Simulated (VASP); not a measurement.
# LiLa2Zn2 in VASP: relaxation of the atoms with PBEsol

Aim: the relaxation of the atoms of LiLa2Zn2 with PBEsol.

Program: VASP 6.6.1. These are calculated values, not measurements. Logs are shortened: lines on timing, memory, paths and dates and some standing lists are left out, and cuts for length are marked.

## (1) The cell of the first run

The cell holds a slab with vacuum, 5 atoms: a = 3.689 Å, b = 3.689 Å, c = 24.534 Å, α = 90.00°, β = 90.00°, γ = 90.00°.

## (2) Relaxation of the atoms, PBEsol

INCAR reads:

```
SYSTEM = LiLa2Zn2
PREC     = Accurate       ! precision mode
ENCUT    = 520            ! plane-wave cutoff, eV
EDIFF    = 1E-6           ! SCF threshold, eV
ISMEAR   = 0              ! smearing method
SIGMA    = 0.1            ! smearing width, eV
LREAL    = .False.        ! projectors in reciprocal space
LASPH    = .True.         ! aspherical terms in the spheres
NELM     = 100            ! most SCF steps
ALGO     = Normal         ! electronic algorithm
ISIF     = 2              ! what is computed and relaxed
LWAVE    = .False.        ! write WAVECAR
LCHARG   = .False.        ! write CHGCAR
LDIPOL   = .True.       
IDIPOL   = 3            
DIPOL    = 0.5 0.5 0.507
GGA      = PS             ! functional
IBRION   = 2              ! ionic algorithm
NSW      = 45             ! ionic steps
EDIFFG   = -0.02          ! ionic threshold
KPAR     = 4
```

KPOINTS reads:

```
regular mesh
0
Gamma
  8 8 1
  0 0 0
```

POSCAR reads:

```
LiLa2Zn2
1.0
    3.6891764175      0.0000000000      0.0000000000
    0.0000000000      3.6891764175      0.0000000000
    0.0000000000      0.0000000000     24.5337646262
Zn La Li
2 2 1
Selective dynamics
Direct
    0.5000000000      0.5000000000      0.3464613006  F F F
    0.5000000000      0.5000000000      0.4988848226  F F F
    0.0000000000      0.0000000000      0.4216469982  F F F
    0.0000000000      0.0000000000      0.5674736583  F F F
    0.0000000000      0.2500000000      0.6995365541  F F T
```

Potentials or basis: VASP PAW PBE potentials, release 64 (Zn, La, Li_sv).

Started as:

```sh
$ cat potpaw_PBE.64/Zn/POTCAR potpaw_PBE.64/La/POTCAR potpaw_PBE.64/Li_sv/POTCAR > POTCAR
$ mpirun -np 4 vasp_std > vasp.out
```

OUTCAR:

```text
SYSTEM = LiLa2Zn2
   PREC = Accurate
   ENCUT = 520
   EDIFF = 1E-6
   ISMEAR = 0
   LREAL = .False.
   LASPH = .True.
   NELM = 100
   ISIF = 2
   GGA = PS
   IBRION = 2
   NSW = 45
   EDIFFG = -0.02

 ion  position               nearest neighbor table
   1  0.500  0.500  0.346-   3 3.19   3 3.19   3 3.19   3 3.19
   2  0.500  0.500  0.499-   4 3.10   4 3.10   4 3.10   4 3.10   3 3.22   3 3.22   3 3.22   3 3.22

   3  0.000  0.000  0.422-   1 3.19   1 3.19   1 3.19   1 3.19   2 3.22   2 3.22   2 3.22   2 3.22
                             4 3.58
   4  0.000  0.000  0.567-   2 3.10   2 3.10   2 3.10   2 3.10   3 3.58
   5  0.000  0.250  0.700-

  LATTYP: Found a simple tetragonal cell.
 ALAT       =     3.6891764175
 C/A-ratio  =     6.6502009798

  Lattice vectors:

 A1 = (   3.6891764175,   0.0000000000,   0.0000000000)
 A2 = (   0.0000000000,   3.6891764175,   0.0000000000)
 A3 = (   0.0000000000,   0.0000000000,  24.5337646262)

Analysis of symmetry for initial positions (statically):
=====================================================================
 Subroutine PRICEL returns:
 Original cell was already a primitive cell.

 Routine SETGRP: Setting up the symmetry group for a
 simple tetragonal supercell.

 Subroutine GETGRP returns: Found  2 space group operations
 (whereof  2 operations were pure point group operations)
 out of a pool of 16 trial point group operations.

The static configuration has the point symmetry C_1h.

Analysis of symmetry for dynamics (positions and initial velocities):
=====================================================================
 Subroutine PRICEL returns:
 Original cell was already a primitive cell.

 Routine SETGRP: Setting up the symmetry group for a
 simple tetragonal supercell.

 Subroutine GETGRP returns: Found  2 space group operations
 (whereof  2 operations were pure point group operations)
 out of a pool of 16 trial point group operations.

The dynamic configuration has the point symmetry C_1h.

Analysis of constrained symmetry for selective dynamics:
=====================================================================
 Subroutine PRICEL returns:
 Original cell was already a primitive cell.

 Routine SETGRP: Setting up the symmetry group for a
 simple tetragonal supercell.

 Subroutine GETGRP returns: Found  2 space group operations
 (whereof  2 operations were pure point group operations)
 out of a pool of 16 trial point group operations.

The constrained configuration has the point symmetry C_1h.

 Subroutine INISYM returns: Found  2 space group operations
 (whereof  2 operations are pure point group operations),
 and found     1 'primitive' translations

----------------------------------------------------------------------------------------

                                     Primitive cell

  volume of cell :     333.9051

  direct lattice vectors                    reciprocal lattice vectors
     3.689176418  0.000000000  0.000000000     0.271063209  0.000000000  0.000000000
     0.000000000  3.689176418  0.000000000     0.000000000  0.271063209  0.000000000
     0.000000000  0.000000000 24.533764626     0.000000000  0.000000000  0.040760153

  length of vectors
     3.689176418  3.689176418 24.533764626     0.271063209  0.271063209  0.040760153

  position of ions in fractional coordinates (direct lattice)
     0.500000000  0.500000000  0.346461301
     0.500000000  0.500000000  0.498884823
     0.000000000  0.000000000  0.421646998
     0.000000000  0.000000000  0.567473658
     0.000000000  0.250000000  0.699536554

  ion indices of the primitive-cell ions
   primitive index   ion index
                 1           1
                 2           2
                 3           3
                 4           4
                 5           5

----------------------------------------------------------------------------------------

 KPOINTS: regular mesh

Automatic generation of k-mesh.
 Grid dimensions read from file:
 generate k-points for:    8    8    1

 Generating k-lattice:

  Cartesian coordinates                     Fractional coordinates (reciprocal lattice)
     0.033882901  0.000000000  0.000000000     0.125000000  0.000000000  0.000000000
     0.000000000  0.033882901  0.000000000     0.000000000  0.125000000  0.000000000
     0.000000000  0.000000000  0.040760153     0.000000000  0.000000000  1.000000000

  Length of vectors
     0.033882901  0.033882901  0.040760153

  Shift w.r.t. Gamma in fractional coordinates (k-lattice)
     0.000000000  0.000000000  0.000000000

 Subroutine IBZKPT returns following result:
 ===========================================

 Found     25 irreducible k-points:

 Following reciprocal coordinates:
            Coordinates               Weight
  0.000000  0.000000  0.000000      1.000000
  0.125000  0.000000  0.000000      2.000000
  0.000000  0.125000  0.000000      2.000000
  0.250000  0.000000  0.000000      2.000000
  0.000000  0.250000  0.000000      2.000000
  0.375000  0.000000  0.000000      2.000000
[... 16 lines left out ...]
  0.500000  0.375000  0.000000      2.000000
 -0.375000  0.500000  0.000000      2.000000
   k-points           NKPTS =     25   k-points in BZ     NKDIM =     25   number of bands    NBANDS=     29
   number of dos      NEDOS =    301   number of ions     NIONS =      5
   total plane-waves  NPLWV = 150528
   dimension x,y,z NGX =    28 NGY =   28 NGZ =  192
   dimension x,y,z NGXF=    56 NGYF=   56 NGZF=  384
   ions per type =               2   2   1
   NGX,Y,Z   is equivalent  to a cutoff of  12.62, 12.62, 13.01 a.u.
   NGXF,Y,Z  is equivalent  to a cutoff of  25.24, 25.24, 26.02 a.u.
 SYSTEM =  LiLa2Zn2
   PREC   = accura    normal or accurate (medium, high low for compatibility)
   ISTART =      0    job   : 0-new  1-cont  2-samecut
   ICHARG =      2    charge: 1-file 2-atom 10-const
   ISPIN  =      1    spin polarized calculation?
   LNONCOLLINEAR =      F non collinear calculations
   LSORBIT =      F    spin-orbit coupling
   LASPH  =      T    aspherical Exc in radial PAW
   ENCUT  =  520.0 eV  38.22 Ry    6.18 a.u.   6.86  6.86 45.62*2*pi/ulx,y,z
   NELM   =    100;   NELMIN=  2; NELMDL= -5     # of ELM steps
   EDIFF  = 0.1E-05   stopping-criterion for ELM
   LREAL  =      F    real-space projection
   EDIFFG = -.2E-01   stopping-criterion for IOM
   NSW    =     45    number of steps for IOM
   IBRION =      2    ionic relax: 0-MD 1-quasi-New 2-CG
   NFREE  =      1    steps in history (QN), initial steepest desc. (CG)
   ISIF   =      2    stress and relaxation
   ISYM   =      2    0-nonsym 1-usesym 2-fastsym
   POTIM  = 0.5000    time-step for ionic-motion
   TEBEG  =    0.0;   TEEND  =   0.0 temperature during run
   PSTRESS=    0.0 pullay stress
   NELECT =      49.0000    total number of electrons
   NUPDOWN=      -1.0000    fix difference up-down
   EMIN   =  10.00;   EMAX   =-10.00  energy-range for DOS
   EFERMI =   0.00;   METHOD = LEGACY
   ISMEAR =     0;   SIGMA  =   0.10  broadening in eV -4-tet -1-fermi 0-gaus
   EFERMI_NEDOS =   21; number of points for ismear=-14 and -15
   IALGO  =     38    algorithm
   IMIX   =      4    mixing-type and parameters
     AMIX     =   0.40;   BMIX     =  1.00
     AMIX_MAG =   1.60;   BMIX_MAG =  1.00
  volume/ion in A,a.u.               =      66.78       450.66
  Fermi-wavevector in a.u.,A,eV,Ry     =   0.863507  1.631792 10.145106  0.745644
  Thomas-Fermi vector in A             =   1.981467
   LORBIT       =      0    0 simple, 1 ext, 2 COOP (PROOUT), +10 PAW based schemes
   GGA     = PS    functional components
   LHFCALC =     F    Hartree Fock is set to
   AEXX    =    0.0000 exact exchange contribution
   IVDW    =     0    specifies the selected vdW correction
   LEPSILON=     F    determine dielectric tensor
   LRPA    =     F    only Hartree local field effects (RPA)
 conjugate gradient relaxation of ions
 non-spin polarized calculation
 Gauss-broadening in eV      SIGMA  =   0.10
  energy-cutoff  :      520.00
  volume of cell :      333.91
 maximum number of plane-waves:      9068
   NGX = 13   NGY = 13   NGZ = 91

 dipolmoment           0.000000      0.000000      0.175330 electrons x Angstroem

--------------------------------------- Ionic step        1  -------------------------------------------

 number of electron      49.0000004 magnetization

 Free energy of the ion-electron system (eV)
  ---------------------------------------------------
  ext. energy  EPLUGINS =         0.00000000
  ---------------------------------------------------
  free energy    TOTEN  =       -14.79560706 eV

  energy without entropy =      -14.77617991  energy(sigma->0) =      -14.78589349

------------------------ aborting loop because EDIFF is reached ----------------------------------------

  FORCE on cell =-STRESS in cart. coord.  units (eV):
  Direction    XX          YY          ZZ          XY          YZ          ZX
  --------------------------------------------------------------------------------------
  -------------------------------------------------------------------------------------
  Total       -2.6668275     -2.4764504     -0.0971393      0.0000000      0.3595178      0.0000000
  in kB      -12.7962426    -11.8827559     -0.4661038      0.0000000      1.7250748      0.0000000
  external PRESSURE =      -8.3817008 kB  Pullay stress =       0.0000000 kB
[... 141 lines left out ...]
  energy  without entropy=      -14.7780074933  energy(sigma->0) =      -14.78768493

--------------------------------------- Ionic step        5  -------------------------------------------

 number of electron      49.0000002 magnetization

 dipolmoment           0.000000      0.000000     -0.105026 electrons x Angstroem

 Free energy of the ion-electron system (eV)
  ---------------------------------------------------
  ext. energy  EPLUGINS =         0.00000000
  ---------------------------------------------------
  free energy    TOTEN  =       -14.79822375 eV

  energy without entropy =      -14.77891259  energy(sigma->0) =      -14.78856817

 E-fermi :  -0.0742     XC(G=0):  -4.5143

 val. band max:       -0.1837887988   @ k =   0.0000   0.0000   0.0000
 cond. band min:      -0.0674656103   @ k =   0.5000   0.3750   0.0000
 fundamental gap:      0.1163231885
 Fermi energy:        -0.0742312166

 k-point     1 :       0.0000    0.0000    0.0000
  band No.  band energies     occupation
      1     -47.3380      2.00000
      2     -33.0213      2.00000
      3     -32.7969      2.00000
      4     -17.0526      2.00000
      5     -16.4199      2.00000
      6     -16.2645      2.00000
[... 757 lines left out ...]
     28       1.2182      0.00000
     29       1.5282      0.00000

 [... further k-points ...]

------------------------ aborting loop because EDIFF is reached ----------------------------------------

 vacuum level on the upper side and lower side of the slab       (xc-potential included)        -0.692         0.676

  FORCE on cell =-STRESS in cart. coord.  units (eV):
  Direction    XX          YY          ZZ          XY          YZ          ZX
  --------------------------------------------------------------------------------------
  -------------------------------------------------------------------------------------
  Total       -2.7042025     -2.4867123      0.1146353      0.0000000      0.4005264      0.0000000
  in kB      -12.9755791    -11.9319957      0.5500546      0.0000000      1.9218463      0.0000000
  external PRESSURE =      -8.1191734 kB  Pullay stress =       0.0000000 kB

 VOLUME and BASIS-vectors are now :
 -----------------------------------------------------------------------------
  energy-cutoff  :      520.00
  volume of cell :      333.91
      direct lattice vectors                 reciprocal lattice vectors
     3.689176418  0.000000000  0.000000000     0.271063209  0.000000000  0.000000000
     0.000000000  3.689176418  0.000000000     0.000000000  0.271063209  0.000000000
     0.000000000  0.000000000 24.533764626     0.000000000  0.000000000  0.040760153
[... 11 lines left out ...]
  FREE ENERGIE OF THE ION-ELECTRON SYSTEM (eV)
  ---------------------------------------------------
  free  energy   TOTEN  =       -14.7982237473 eV

  energy  without entropy=      -14.7789125919  energy(sigma->0) =      -14.78856817

 reached required accuracy - stopping structural energy minimisation

 vacuum level on the upper side and lower side of the slab         2.607         4.003
```

It took 6.8 min on 4 MPI ranks of Intel Xeon Platinum 8375C at 2.90GHz (Ice Lake), shared host; peak memory 0.61 GiB.

What came out:

```
Free energy               : -14.7982 eV
Energy gained by relaxing : 0.5 meV/atom
Ionic steps               : 5
Band gap on the k mesh    : zero (an odd number of electrons rules out a gap without spin polarisation)
```

The path:
```
step  energy change (eV)  largest force on free atoms (eV/Å)  pressure (GPa)
   1              0.0000                              0.0668           -0.84
   2             -0.0002                              0.0643           -0.84
   3             -0.0008                              0.0567           -0.83
   4             -0.0018                              0.0397           -0.83
   5             -0.0026                              0.0034           -0.81
```

Final structure:
```cif
data_structure
_symmetry_space_group_name_H-M 'P 1'
_symmetry_Int_Tables_number 1
_cell_length_a 3.6892
_cell_length_b 3.6892
_cell_length_c 24.5338
_cell_angle_alpha 90.000
_cell_angle_beta 90.000
_cell_angle_gamma 90.000
_cell_volume 333.91
loop_
_atom_site_label
_atom_site_type_symbol
_atom_site_fract_x
_atom_site_fract_y
_atom_site_fract_z
_atom_site_occupancy
Zn1 Zn 0.50000 0.50000 0.34646 1
Zn2 Zn 0.50000 0.50000 0.49888 1
La1 La 0.00000 0.00000 0.42165 1
La2 La 0.00000 0.00000 0.56747 1
Li1 Li 0.00000 0.25000 0.69665 1
```

Caveat: the cutoff is under 1.25 times the usual one of these potentials, so pressure, stress and relaxed cells hold a basis-set (Pulay) error; the PAW data sets were made with another functional, which shifts forces and pressure a little; spin-orbit coupling is left out, which moves the levels of the heavy elements.
